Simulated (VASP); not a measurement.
# Ni (P6_3/mmc) in VASP: further runs, part 3 of 3

VASP 6.6.1. The steps go on from the part before.

## (5) Single point, PBE, collinear spin, ferromagnetic start

INCAR reads:

```
SYSTEM = Ni
ALGO = Normal
EDIFF = 1E-6
ENCUT = 520
GGA = PE
ISIF = 2
ISMEAR = -1
ISPIN = 2
LASPH = .TRUE.
LCHARG = .FALSE.
LMAXMIX = 4
LORBIT = 11
LREAL = .FALSE.
LWAVE = .FALSE.
MAGMOM = 1 1
NBANDS = 21
NELM = 150
NUPDOWN = 2.0
PREC = Accurate
SIGMA = 0.05
```

KPOINTS reads:

```
k-points
0
G
  10 10 6
  0 0 0
```

POSCAR reads:

```
Ni
1.0
    2.4480228978      0.0000000000      0.0000000000
   -1.2240114489      2.1200500186      0.0000000000
    0.0000000000      0.0000000000      4.0728075700
Ni
2
Direct
    0.6666666667      0.3333333333      0.7500000000
    0.3333333333      0.6666666667      0.2500000000
```

Potentials or basis: VASP PAW PBE potentials, release 64 (Ni).

Launch:

```bash
cat potpaw_PBE.64/Ni/POTCAR > POTCAR
mpirun -np 1 vasp_std > vasp.out
```

OUTCAR:

```text
SYSTEM = Ni
   EDIFF = 1E-6
   ENCUT = 520
   GGA = PE
   ISIF = 2
   ISMEAR = -1
   ISPIN = 2
   LASPH = .TRUE.
   LORBIT = 11
   LREAL = .FALSE.
   NELM = 150
   NUPDOWN = 2.0
   PREC = Accurate

 ion  position               nearest neighbor table
   1  0.667  0.333  0.750-   2 2.48   2 2.48   2 2.48   2 2.48   2 2.48   2 2.48
   2  0.333  0.667  0.250-   1 2.48   1 2.48   1 2.48   1 2.48   1 2.48   1 2.48

  LATTYP: Found a hexagonal cell.
 ALAT       =     2.4480228978
 C/A-ratio  =     1.6637130207

  Lattice vectors:

 A1 = (   2.4480228978,   0.0000000000,   0.0000000000)
 A2 = (  -1.2240114489,   2.1200500186,   0.0000000000)
 A3 = (   0.0000000000,   0.0000000000,   4.0728075700)

Analysis of symmetry for initial positions (statically):
=====================================================================
 Subroutine PRICEL returns:
 Original cell was already a primitive cell.

 Routine SETGRP: Setting up the symmetry group for a
 hexagonal supercell.

 Subroutine GETGRP returns: Found 24 space group operations
 (whereof 12 operations were pure point group operations)
 out of a pool of 24 trial point group operations.

The static configuration has the point symmetry D_3d.
 The point group associated with its full space group is D_6h.

Analysis of symmetry for dynamics (positions and initial velocities):
=====================================================================
 Subroutine PRICEL returns:
 Original cell was already a primitive cell.

 Routine SETGRP: Setting up the symmetry group for a
 hexagonal supercell.

 Subroutine GETGRP returns: Found 24 space group operations
 (whereof 12 operations were pure point group operations)
 out of a pool of 24 trial point group operations.

The dynamic configuration has the point symmetry D_3d.
 The point group associated with its full space group is D_6h.

Analysis of structural, dynamic, and magnetic symmetry:
=====================================================================
 Subroutine PRICEL returns:
 Original cell was already a primitive cell.

 Routine SETGRP: Setting up the symmetry group for a
 hexagonal supercell.

 Subroutine GETGRP returns: Found 24 space group operations
 (whereof 12 operations were pure point group operations)
 out of a pool of 24 trial point group operations.

The overall configuration has the point symmetry D_3d.
 The point group associated with its full space group is D_6h.

 Subroutine INISYM returns: Found 24 space group operations
 (whereof 12 operations are pure point group operations),
 and found     1 'primitive' translations

----------------------------------------------------------------------------------------

                                     Primitive cell

  volume of cell :      21.1376

  direct lattice vectors                    reciprocal lattice vectors
     2.448022898  0.000000000  0.000000000     0.408492911  0.235843492  0.000000000
    -1.224011449  2.120050019  0.000000000     0.000000000  0.471686984  0.000000000
     0.000000000  0.000000000  4.072807570     0.000000000  0.000000000  0.245530873

  length of vectors
     2.448022898  2.448022898  4.072807570     0.471686984  0.471686984  0.245530873

  position of ions in fractional coordinates (direct lattice)
     0.666666667  0.333333333  0.750000000
     0.333333333  0.666666667  0.250000000

  ion indices of the primitive-cell ions
   primitive index   ion index
                 1           1
                 2           2
[... 61 lines left out ...]
   NGXF,Y,Z  is equivalent  to a cutoff of  24.45, 24.45, 24.49 a.u.
 SYSTEM =  Ni
   PREC   = accura    normal or accurate (medium, high low for compatibility)
   ISTART =      0    job   : 0-new  1-cont  2-samecut
   ICHARG =      2    charge: 1-file 2-atom 10-const
   ISPIN  =      2    spin polarized calculation?
   LNONCOLLINEAR =      F non collinear calculations
   LSORBIT =      F    spin-orbit coupling
   LASPH  =      T    aspherical Exc in radial PAW
   ENCUT  =  520.0 eV  38.22 Ry    6.18 a.u.   4.55  4.55  7.57*2*pi/ulx,y,z
   NELM   =    150;   NELMIN=  2; NELMDL= -5     # of ELM steps
   EDIFF  = 0.1E-05   stopping-criterion for ELM
   LREAL  =      F    real-space projection
   EDIFFG = 0.1E-04   stopping-criterion for IOM
   NSW    =      0    number of steps for IOM
   IBRION =     -1    ionic relax: 0-MD 1-quasi-New 2-CG
   NFREE  =      0    steps in history (QN), initial steepest desc. (CG)
   ISIF   =      2    stress and relaxation
   ISYM   =      2    0-nonsym 1-usesym 2-fastsym
   POTIM  = 0.5000    time-step for ionic-motion
   TEBEG  =    0.0;   TEEND  =   0.0 temperature during run
   PSTRESS=    0.0 pullay stress
   NELECT =      20.0000    total number of electrons
   NUPDOWN=       2.0000    fix difference up-down
   EMIN   =  10.00;   EMAX   =-10.00  energy-range for DOS
   EFERMI =   0.00;   METHOD = LEGACY
   ISMEAR =    -1;   SIGMA  =   0.05  broadening in eV -4-tet -1-fermi 0-gaus
   EFERMI_NEDOS =   21; number of points for ismear=-14 and -15
   IALGO  =     38    algorithm
   IMIX   =      4    mixing-type and parameters
     AMIX     =   0.40;   BMIX     =  1.00
     AMIX_MAG =   1.60;   BMIX_MAG =  1.00
  volume/ion in A,a.u.               =      10.57        71.32
  Fermi-wavevector in a.u.,A,eV,Ry     =   1.607187  3.037143 35.144518  2.583049
  Thomas-Fermi vector in A             =   2.703255
   LORBIT       =     11    0 simple, 1 ext, 2 COOP (PROOUT), +10 PAW based schemes
   GGA     = PE    functional components
   LHFCALC =     F    Hartree Fock is set to
   AEXX    =    0.0000 exact exchange contribution
   IVDW    =     0    specifies the selected vdW correction
   LEPSILON=     F    determine dielectric tensor
   LRPA    =     F    only Hartree local field effects (RPA)
 spin polarized calculation
  energy-cutoff  :      520.00
  volume of cell :       21.14
 maximum number of plane-waves:       592
   NGX =  9   NGY =  9   NGZ = 15

 number of electron      19.9999995 magnetization       1.9999999

 Free energy of the ion-electron system (eV)
  ---------------------------------------------------
  ext. energy  EPLUGINS =         0.00000000
  ---------------------------------------------------
  free energy    TOTEN  =       -10.68218393 eV

  energy without entropy =      -10.65097572  energy(sigma->0) =      -10.66657983

 E-fermi :   9.7243     XC(G=0): -13.4465

 val. band max:       10.6918543221   @ k =   0.3000   0.0000   0.3333
 cond. band min:       9.7374032145   @ k =   0.3000   0.3000   0.0000
 fundamental gap:     -0.9544511076
 Fermi energy:        10.7189604457

 spin component 1

 k-point     1 :       0.0000    0.0000    0.0000
  band No.  band energies     occupation
      1       0.5028      1.00000
      2       4.5723      1.00000
      3       6.9240      1.00000
      4       7.0867      1.00000
      5       7.0867      1.00000
      6       7.3439      1.00000
[... 565 lines left out ...]
     20      34.7548      0.00000
     21      38.5810      0.00000

 [... further k-points ...]

 spin component 2

 k-point     1 :       0.0000    0.0000    0.0000
  band No.  band energies     occupation
      1       0.6177      1.00000
      2       5.2197      1.00000
      3       7.9508      1.00000
      4       8.0915      1.00000
      5       8.0915      1.00000
      6       8.3716      1.00000
[... 565 lines left out ...]
     20      35.0393      0.00000
     21      38.7621      0.00000

 [... further k-points ...]
[... 5 lines left out ...]
  --------------------------------------------------------------------------------------
  -------------------------------------------------------------------------------------
  Total        1.6294454      1.6294454      0.8519313      0.0000000     -0.0000000      0.0000000
  in kB      123.5079530    123.5079530     64.5743000      0.0000000     -0.0000000      0.0000000
  external PRESSURE =     103.8634020 kB  Pullay stress =       0.0000000 kB

 VOLUME and BASIS-vectors are now :
 -----------------------------------------------------------------------------
  energy-cutoff  :      520.00
  volume of cell :       21.14
      direct lattice vectors                 reciprocal lattice vectors
     2.448022898  0.000000000  0.000000000     0.408492911  0.235843492  0.000000000
    -1.224011449  2.120050019  0.000000000     0.000000000  0.471686984  0.000000000
     0.000000000  0.000000000  4.072807570     0.000000000  0.000000000  0.245530873

 POSITION                                       TOTAL-FORCE (eV/Angst)
 -----------------------------------------------------------------------------------
      1.22401      0.70668      3.05461        -0.000000     -0.000000      0.000000
     -0.00000      1.41337      1.01820         0.000000      0.000000      0.000000
 -----------------------------------------------------------------------------------
    total drift:                               -0.000000      0.000000     -0.000000

  FREE ENERGIE OF THE ION-ELECTRON SYSTEM (eV)
  ---------------------------------------------------
  free  energy   TOTEN  =       -10.6821839328 eV

  energy  without entropy=      -10.6509757176  energy(sigma->0) =      -10.66657983

 total charge

# of ion       s       p       d       tot
------------------------------------------
    1        0.522   0.551   8.278   9.352
    2        0.522   0.551   8.278   9.352
--------------------------------------------------
tot          1.045   1.103  16.556  18.704

 magnetization (x)

# of ion       s       p       d       tot
------------------------------------------
    1        0.011   0.010   0.970   0.991
    2        0.011   0.010   0.970   0.991
--------------------------------------------------
tot          0.022   0.020   1.940   1.981
```

Wall time 56 s (1 thread of Intel Xeon Platinum 8259CL at 2.50GHz (Skylake/Cascade Lake), shared host); peak memory 0.15 GiB.

What came out:

```yaml
Free_energy: -10.6822 eV
Pressure: 10.4 GPa
Net_moment: 2.00 μB per cell
Site_moments: Ni +0.99 μB
Valence_electrons_inside_the_program's_atomic_spheres: Ni 9.35
```

Caveat: the total moment is fixed, so each spin has its own Fermi level.

## (6) Single point, PBE, collinear spin, ferromagnetic start

INCAR reads:

```
SYSTEM = Ni
PREC = Accurate ; ENCUT = 520
EDIFF = 1E-6 ; ISMEAR = -1
SIGMA = 0.05 ; LREAL = .FALSE.
LASPH = .TRUE. ; NELM = 150
ALGO = Normal ; ISIF = 2
LWAVE = .FALSE. ; LCHARG = .FALSE.
ISPIN = 2 ; MAGMOM = 1.25 1.25
LORBIT = 11 ; NUPDOWN = 2.5
LMAXMIX = 4 ; GGA = PE
NBANDS = 21
```

KPOINTS reads:

```
regular mesh
0
G
  10 10 6
  0 0 0
```

POSCAR is that of step 5.

Potentials or basis: VASP PAW PBE potentials, release 64 (Ni).

Launch:

```bash
cat potpaw_PBE.64/Ni/POTCAR > POTCAR
mpirun -np 1 vasp_std > vasp.out
```

It took 67 s on 1 thread of Intel Xeon Platinum 8259CL at 2.50GHz (Skylake/Cascade Lake), shared host; peak memory 0.16 GiB.

It converged, with:

* Free energy: -10.3159 eV
* Pressure: 13.7 GPa
* Net moment: 2.50 μB per cell
* Site moments: Ni +1.22 μB
* Valence electrons inside the program's atomic spheres: Ni 9.34

Stress tensor (GPa, compression positive):
```
16.25  0.00  0.00
 0.00 16.25  0.00
 0.00  0.00  8.74
```

Caveat: the total moment is fixed, so each spin has its own Fermi level.

## (7) Overview

| fixed moment (μB) | pressure (GPa) | moment (μB) |
| --- | --- | --- |
| 0.5 | 6.0 | 0.50 |
| 1.0 | 6.5 | 1.00 |
| 1.5 | 7.8 | 1.50 |
| 2.0 | 10.4 | 2.00 |
| 2.5 | 13.7 | 2.50 |

Alike in all rows: task single point; level PBE; potentials or basis VASP PAW PBE potentials, release 64 (Ni); spin collinear, ferromagnetic start; cell as given; k mesh 10 × 10 × 6; cutoff (eV) 520; smearing fermi-dirac 0.05 eV.

Caveats: the total moment is fixed, so each spin has its own Fermi level.

Total energies depend on the potentials used, so only differences within one code and one set of settings carry meaning.
